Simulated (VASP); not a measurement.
Set up this calculation in VASP 6.6.1, as the native input.

| Quantity | Value |
| --- | --- |
| Task | single point |
| Functional | PBE |
| Potentials or basis | VASP PAW PBE potentials, release 64 (Ag, Cl) |
| Cutoff | 500 eV |
| k mesh | 6 × 6 × 6, shifted |
| Occupations | gaussian, width 0.02 eV |
| Spin | no spin polarisation |
| Dipole correction | no |
| Further INCAR settings | ALGO = Normal; EDIFF = 1e-06; NBANDS = 16 |

The structure of AgCl lies in POSCAR:

```
AgCl
1.0
    3.4339730000      0.0000000000      0.0000000000
    0.0000000000      3.4339730000      0.0000000000
    0.0000000000      0.0000000000      3.4339730000
Ag Cl
1 1
Direct
    0.0000000000      0.0000000000      0.0000000000
    0.5000000000      0.5000000000      0.5000000000
```

One way to write it, as run:

INCAR

```
ALGO = Normal
EDIFF = 1E-6
ENCUT = 500
GGA = PE
GGA_COMPAT = False
ISIF = 2
ISMEAR = 0
LASPH = True
LCHARG = True
LELF = True
LREAL = False
LVHAR = True
LWAVE = False
NBANDS = 16
NELM = 120
PREC = Accurate
SIGMA = 0.02
```

KPOINTS

```
Automatic mesh
0
Gamma
  6 6 6
  0.5 0.5 0.5
```

Potentials or basis: VASP PAW PBE potentials, release 64 (Ag, Cl).

The run is started by

```bash
$ cat potpaw_PBE.64/Ag/POTCAR potpaw_PBE.64/Cl/POTCAR > POTCAR
$ mpirun -np 1 vasp_std > vasp.out
```

It gave:

| Item | Value |
| --- | --- |
| Pressure | -0.3 GPa |
| Band gap on the k mesh | 1.71 eV, indirect (least direct gap 2.88 eV) |

It took 20 s on 1 thread of AMD EPYC 7R13, on a shared host, peak memory 0.12 GiB.
